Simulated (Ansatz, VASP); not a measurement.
CaF2 in VASP and in Ansatz

```
Ca F
1.0
     0.00000    2.73125    2.73125
     2.73125    0.00000    2.73125
     2.73125    2.73125    0.00000
Ca F
1 2
Cartesian
  0.0000 0.0000 0.0000
  1.3656 1.3656 1.3656
  4.0969 4.0969 4.0969
```

Alike in both runs: task single point; functional LDA; k mesh 8 × 8 × 8; occupations gaussian, width 0.05 eV; no spin polarisation.

```csv
,VASP,Ansatz
version,VASP 6.6.1,Ansatz 0.2.0
potentials or method,"VASP PAW LDA potentials, release 64 (Ca_sv, F), cutoff 520 eV","scalar-relativistic, plane waves, PAW"
valence electrons in the cell,24,24
```

VASP gave:

* gap on the k mesh at the Fermi level (eV): 6.90
* least direct gap on the mesh (eV): 7.16
* pressure (GPa): -6.0

Problem. Estimate Ansatz's values.

Solution. gap on the k mesh at the Fermi level (eV): 6.92; least direct gap on the mesh (eV): 7.18; pressure (GPa): -6.5.

LDA's correlation is that of Perdew and Zunger in VASP and of Perdew and Wang (1992) in Ansatz.
